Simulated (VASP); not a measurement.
# Ga2O3 (C2/m) in VASP: single point with PBE

Aim: the single point of Ga2O3 with PBE.

Program: VASP 6.6.1. These are calculated values, not measurements. Logs are shortened: lines on timing, memory, paths and dates and some standing lists are left out, and cuts for length are marked.

## (1) The cell of the first run

The structure is monoclinic, space group C2/m (No. 12). Conventional cell: a = 12.696 Å, b = 3.144 Å, c = 5.993 Å, α = 90.00°, β = 103.70°, γ = 90.00°. Within 2.5 Å of Ga (site symmetry m) lie 4 O at 1.89 to 1.93 Å. Within 2.7 Å of Ga (site symmetry m) lie 6 O at 2.01 to 2.15 Å. Within 2.5 Å of O (site symmetry m) lie 3 Ga at 1.89 to 2.01 Å. O (site symmetry m) has 4 Ga at 1.93 to 2.15 Å and 3 O at 2.70 to 2.74 Å within 2.8 Å. Within 2.5 Å of O (site symmetry m) lie 3 Ga at 1.90 to 2.01 Å.

## (2) Single point, PBE (11.62 Å³/atom)

INCAR reads:

```
SYSTEM = Ga2O3
ALGO = Normal ; EDIFF = 1E-6
ENCUT = 520 ; GGA = PE
ISIF = 2 ; ISMEAR = 0
LASPH = .TRUE. ; LCHARG = .FALSE.
LREAL = .FALSE. ; LWAVE = .FALSE.
NBANDS = 55 ; NELM = 100
PREC = Accurate ; SIGMA = 0.01
```

KPOINTS reads:

```
k-points
0
G
  8 8 4
  0 0 0
```

POSCAR reads:

```
Ga2O3
1.0
    6.3482385103     -1.5720103834      0.0114364344
    6.3482385103      1.5720103834      0.0114364344
   -1.4301949989      0.0000000000      5.8194704364
Ga O
4 6
Direct
    0.0899373068      0.0899373068      0.7947196860
    0.9100626932      0.9100626932      0.2052803140
    0.6585045080      0.6585045080      0.3141213881
    0.3414954920      0.3414954920      0.6858786119
    0.1635405122      0.1635405122      0.1091761198
    0.8364594878      0.8364594878      0.8908238802
    0.1736928845      0.1736928845      0.5643127242
    0.8263071155      0.8263071155      0.4356872758
    0.4960120213      0.4960120213      0.2566442850
    0.5039879787      0.5039879787      0.7433557150
```

Potentials or basis: VASP PAW PBE potentials, release 64 (Ga_d, O).

On the command line:

```console
> cat potpaw_PBE.64/Ga_d/POTCAR potpaw_PBE.64/O/POTCAR > POTCAR
> mpirun -np 1 vasp_std > vasp.out
```

OUTCAR:

```text
SYSTEM = Ga2O3
   EDIFF = 1E-6
   ENCUT = 520
   GGA = PE
   ISIF = 2
   ISMEAR = 0
   LASPH = .TRUE.
   LREAL = .FALSE.
   NELM = 100
   PREC = Accurate

 ion  position               nearest neighbor table
   1  0.090  0.090  0.795-   5 1.89  10 1.90  10 1.90   7 1.93
   2  0.910  0.910  0.205-   6 1.89   9 1.90   9 1.90   8 1.93
   3  0.659  0.659  0.314-   5 2.01   5 2.01   9 2.01   8 2.08   7 2.15   7 2.15
   4  0.341  0.341  0.686-   6 2.01   6 2.01  10 2.01   7 2.08   8 2.15   8 2.15
   5  0.164  0.164  0.109-   1 1.89   3 2.01   3 2.01
   6  0.836  0.836  0.891-   2 1.89   4 2.01   4 2.01
   7  0.174  0.174  0.564-   1 1.93   4 2.08   3 2.15   3 2.15
   8  0.826  0.826  0.436-   2 1.93   3 2.08   4 2.15   4 2.15
   9  0.496  0.496  0.257-   2 1.90   2 1.90   3 2.01
  10  0.504  0.504  0.743-   1 1.90   1 1.90   4 2.01

  LATTYP: Found a base centered monoclinic cell.
 ALAT       =    12.6964976235
 B/A-ratio  =     0.2476289808
 C/A-ratio  =     0.4719913174
 COS(beta)  =    -0.2369088815

  Lattice vectors:

 A1 = (   6.3482385103,  -1.5720103834,   0.0114364344)
 A2 = (   6.3482385103,   1.5720103834,   0.0114364344)
 A3 = (  -1.4301949989,   0.0000000000,   5.8194704364)

Analysis of symmetry for initial positions (statically):
=====================================================================
 Subroutine PRICEL returns:
 Original cell was already a primitive cell.

 Routine SETGRP: Setting up the symmetry group for a
 base centered monoclinic supercell.

 Subroutine GETGRP returns: Found  4 space group operations
 (whereof  4 operations were pure point group operations)
 out of a pool of  4 trial point group operations.

The static configuration has the point symmetry C_2h.

Analysis of symmetry for dynamics (positions and initial velocities):
=====================================================================
 Subroutine PRICEL returns:
 Original cell was already a primitive cell.

 Routine SETGRP: Setting up the symmetry group for a
 base centered monoclinic supercell.

 Subroutine GETGRP returns: Found  4 space group operations
 (whereof  4 operations were pure point group operations)
 out of a pool of  4 trial point group operations.

The dynamic configuration has the point symmetry C_2h.

 Subroutine INISYM returns: Found  4 space group operations
 (whereof  4 operations are pure point group operations),
 and found     1 'primitive' translations

----------------------------------------------------------------------------------------

                                     Primitive cell

  volume of cell :     116.2022

  direct lattice vectors                    reciprocal lattice vectors
     6.348238510 -1.572010383  0.011436434     0.078727150 -0.318064057  0.019348011
     6.348238510  1.572010383  0.011436434     0.078727150  0.318064057  0.019348011
    -1.430194999  0.000000000  5.819470436    -0.000309429  0.000000000  0.171760896

  length of vectors
     6.539990797  6.539990797  5.992636640     0.328233231  0.328233231  0.171761175

  position of ions in fractional coordinates (direct lattice)
     0.089937307  0.089937307  0.794719686
     0.910062693  0.910062693  0.205280314
     0.658504508  0.658504508  0.314121388
     0.341495492  0.341495492  0.685878612
     0.163540512  0.163540512  0.109176120
     0.836459488  0.836459488  0.890823880
     0.173692884  0.173692884  0.564312724
     0.826307116  0.826307116  0.435687276
     0.496012021  0.496012021  0.256644285
     0.503987979  0.503987979  0.743355715

  ion indices of the primitive-cell ions
   primitive index   ion index
                 1           1
                 2           2
                 3           3
                 4           4
                 5           5
                 6           6
                 7           7
                 8           8
                 9           9
                10          10

----------------------------------------------------------------------------------------

 KPOINTS: k-points

Automatic generation of k-mesh.
 Grid dimensions read from file:
 generate k-points for:    8    8    4

 Generating k-lattice:

  Cartesian coordinates                     Fractional coordinates (reciprocal lattice)
     0.009840894 -0.039758007  0.002418501     0.125000000  0.000000000  0.000000000
     0.009840894  0.039758007  0.002418501     0.000000000  0.125000000  0.000000000
    -0.000077357  0.000000000  0.042940224     0.000000000  0.000000000  0.250000000

  Length of vectors
     0.041029154  0.041029154  0.042940294

  Shift w.r.t. Gamma in fractional coordinates (k-lattice)
     0.000000000  0.000000000  0.000000000

 Subroutine IBZKPT returns following result:
 ===========================================

 Found     78 irreducible k-points:

 Following reciprocal coordinates:
            Coordinates               Weight
  0.000000  0.000000  0.000000      1.000000
  0.125000 -0.000000  0.000000      4.000000
  0.250000 -0.000000  0.000000      4.000000
  0.375000  0.000000  0.000000      4.000000
  0.500000 -0.000000  0.000000      2.000000
  0.125000  0.125000  0.000000      2.000000
[... 16 lines left out ...]
  0.125000 -0.000000  0.250000      4.000000
  0.250000 -0.000000  0.250000      4.000000
 [... further k-points ...]
   k-points           NKPTS =     78   k-points in BZ     NKDIM =     78   number of bands    NBANDS=     55
   number of dos      NEDOS =    301   number of ions     NIONS =     10
   total plane-waves  NPLWV = 120000
   dimension x,y,z NGX =    50 NGY =   50 NGZ =   48
   dimension x,y,z NGXF=   100 NGYF=  100 NGZF=   96
   ions per type =               4   6
   NGX,Y,Z   is equivalent  to a cutoff of  12.71, 12.71, 13.32 a.u.
   NGXF,Y,Z  is equivalent  to a cutoff of  25.42, 25.42, 26.63 a.u.
 SYSTEM =  Ga2O3
   PREC   = accura    normal or accurate (medium, high low for compatibility)
   ISTART =      0    job   : 0-new  1-cont  2-samecut
   ICHARG =      2    charge: 1-file 2-atom 10-const
   ISPIN  =      1    spin polarized calculation?
   LNONCOLLINEAR =      F non collinear calculations
   LSORBIT =      F    spin-orbit coupling
   LASPH  =      T    aspherical Exc in radial PAW
   ENCUT  =  520.0 eV  38.22 Ry    6.18 a.u.  12.16 12.16 11.14*2*pi/ulx,y,z
   NELM   =    100;   NELMIN=  2; NELMDL= -5     # of ELM steps
   EDIFF  = 0.1E-05   stopping-criterion for ELM
   LREAL  =      F    real-space projection
   EDIFFG = 0.1E-04   stopping-criterion for IOM
   NSW    =      0    number of steps for IOM
   IBRION =     -1    ionic relax: 0-MD 1-quasi-New 2-CG
   NFREE  =      0    steps in history (QN), initial steepest desc. (CG)
   ISIF   =      2    stress and relaxation
   ISYM   =      2    0-nonsym 1-usesym 2-fastsym
   POTIM  = 0.5000    time-step for ionic-motion
   TEBEG  =    0.0;   TEEND  =   0.0 temperature during run
   PSTRESS=    0.0 pullay stress
   NELECT =      88.0000    total number of electrons
   NUPDOWN=      -1.0000    fix difference up-down
   EMIN   =  10.00;   EMAX   =-10.00  energy-range for DOS
   EFERMI =   0.00;   METHOD = LEGACY
   ISMEAR =     0;   SIGMA  =   0.01  broadening in eV -4-tet -1-fermi 0-gaus
   EFERMI_NEDOS =   21; number of points for ismear=-14 and -15
   IALGO  =     38    algorithm
   IMIX   =      4    mixing-type and parameters
     AMIX     =   0.40;   BMIX     =  1.00
     AMIX_MAG =   1.60;   BMIX_MAG =  1.00
  volume/ion in A,a.u.               =      11.62        78.42
  Fermi-wavevector in a.u.,A,eV,Ry     =   1.492213  2.819874 30.296105  2.226701
  Thomas-Fermi vector in A             =   2.604770
   LORBIT       =      0    0 simple, 1 ext, 2 COOP (PROOUT), +10 PAW based schemes
   GGA     = PE    functional components
   LHFCALC =     F    Hartree Fock is set to
   AEXX    =    0.0000 exact exchange contribution
   IVDW    =     0    specifies the selected vdW correction
   LEPSILON=     F    determine dielectric tensor
   LRPA    =     F    only Hartree local field effects (RPA)
 non-spin polarized calculation
 Gauss-broadening in eV      SIGMA  =   0.01
  energy-cutoff  :      520.00
  volume of cell :      116.20
 maximum number of plane-waves:      3152
 NGX is ok and might be reduce to    50
   NGX = 25   NGY = 25   NGZ = 23

 number of electron      88.0000002 magnetization

 Free energy of the ion-electron system (eV)
  ---------------------------------------------------
  ext. energy  EPLUGINS =         0.00000000
  ---------------------------------------------------
  free energy    TOTEN  =       -59.51248696 eV

  energy without entropy =      -59.51248696  energy(sigma->0) =      -59.51248696

 E-fermi :   2.9915     XC(G=0): -11.0628

 val. band max:        2.9192939335   @ k =   0.5000   0.3750   0.5000
 cond. band min:       4.4213306308   @ k =   0.0000   0.0000   0.0000
 fundamental gap:      1.5020366974
 Fermi energy:         2.9915406721

 k-point     1 :       0.0000    0.0000    0.0000
  band No.  band energies     occupation
      1     -15.3370      2.00000
      2     -14.3962      2.00000
      3     -14.3690      2.00000
      4     -14.2752      2.00000
      5     -13.8783      2.00000
      6     -13.8682      2.00000
[... 47 lines left out ...]
     54      14.4264      0.00000
     55      14.5732      0.00000

 k-point     2 :       0.1250   -0.0000    0.0000
  band No.  band energies     occupation
      1     -15.2363      2.00000
      2     -14.3717      2.00000
      3     -14.3575      2.00000
      4     -14.2096      2.00000
      5     -13.8833      2.00000
      6     -13.8705      2.00000
[... 47 lines left out ...]
     54      13.5608      0.00000
     55      13.8878      0.00000

 k-point     3 :       0.2500   -0.0000    0.0000
  band No.  band energies     occupation
      1     -14.9664      2.00000
      2     -14.3328      2.00000
      3     -14.2683      2.00000
      4     -14.1126      2.00000
      5     -13.8905      2.00000
      6     -13.8755      2.00000
[... 1152 lines left out ...]
 k-point    23 :       0.1250   -0.0000    0.2500
  band No.  band energies     occupation
      1     -15.1400      2.00000
      2     -14.5239      2.00000
      3     -14.3709      2.00000
      4     -14.1442      2.00000
      5     -13.9262      2.00000
      6     -13.8467      2.00000
[... 47 lines left out ...]
     54      13.8541      0.00000
     55      14.2054      0.00000

 k-point    24 :       0.2500   -0.0000    0.2500
  band No.  band energies     occupation
      1     -14.8781      2.00000
      2     -14.4211      2.00000
      3     -14.2972      2.00000
      4     -14.0792      2.00000
      5     -13.9258      2.00000
      6     -13.8598      2.00000
[... 47 lines left out ...]
     54      12.9459      0.00000
     55      13.9881      0.00000

 [... further k-points ...]

------------------------ aborting loop because EDIFF is reached ----------------------------------------

  FORCE on cell =-STRESS in cart. coord.  units (eV):
  Direction    XX          YY          ZZ          XY          YZ          ZX
  --------------------------------------------------------------------------------------
  -------------------------------------------------------------------------------------
  Total       -5.8036750     -6.7308137     -6.2112266      0.0000000      0.0000000     -0.0993440
  in kB      -80.0201424    -92.8033834    -85.6393986      0.0000000      0.0000000     -1.3697391
  external PRESSURE =     -86.1543081 kB  Pullay stress =       0.0000000 kB

 VOLUME and BASIS-vectors are now :
 -----------------------------------------------------------------------------
  energy-cutoff  :      520.00
  volume of cell :      116.20
      direct lattice vectors                 reciprocal lattice vectors
     6.348238510 -1.572010383  0.011436434     0.078727150 -0.318064057  0.019348011
     6.348238510  1.572010383  0.011436434     0.078727150  0.318064057  0.019348011
    -1.430194999  0.000000000  5.819470436    -0.000309429  0.000000000  0.171760896

 POSITION                                       TOTAL-FORCE (eV/Angst)
 -----------------------------------------------------------------------------------
      0.00528      0.00000      4.62690        -0.139707      0.000000      0.037673
     11.26100      0.00000      1.21544         0.139707      0.000000     -0.037673
      7.91143      0.00000      1.84308        -0.005689      0.000000     -0.101105
      3.35485      0.00000      3.99926         0.005689      0.000000      0.101105
      1.92025      0.00000      0.63909        -0.230987      0.000000     -0.019014
      9.34604      0.00000      5.20326         0.230987      0.000000      0.019014
      1.39821      0.00000      3.28797         0.027754      0.000000      0.059348
      9.86807      0.00000      2.55437        -0.027754      0.000000     -0.059348
      5.93055      0.00000      1.50488        -0.219652      0.000000     -0.085592
      5.33573      0.00000      4.33746         0.219652      0.000000      0.085592
 -----------------------------------------------------------------------------------
    total drift:                               -0.000000     -0.000000     -0.000000

  FREE ENERGIE OF THE ION-ELECTRON SYSTEM (eV)
  ---------------------------------------------------
  free  energy   TOTEN  =       -59.5124869640 eV

  energy  without entropy=      -59.5124869640  energy(sigma->0) =      -59.51248696
```

Wall time 19 min (1 thread of Intel Xeon 8259CL, shared host); peak memory 0.57 GiB.

Results:

```yaml
Free_energy: -59.5125 eV
Pressure: -8.6 GPa
Largest_force: 0.236 eV/Å
Band_gap_on_the_k_mesh: 1.50 eV (least direct gap 1.53 eV)
```

Forces on the atoms (eV/Å):
```
Ga  -0.140  0.000  0.038
Ga   0.140  0.000 -0.038
Ga  -0.006  0.000 -0.101
Ga   0.006  0.000  0.101
O   -0.231  0.000 -0.019
O    0.231  0.000  0.019
O    0.028  0.000  0.059
O   -0.028  0.000 -0.059
O   -0.220  0.000 -0.086
O    0.220  0.000  0.086
```

Caveat: the cell stands under tension. A hybrid or GW would open this gap; PBE tends to underestimate it.
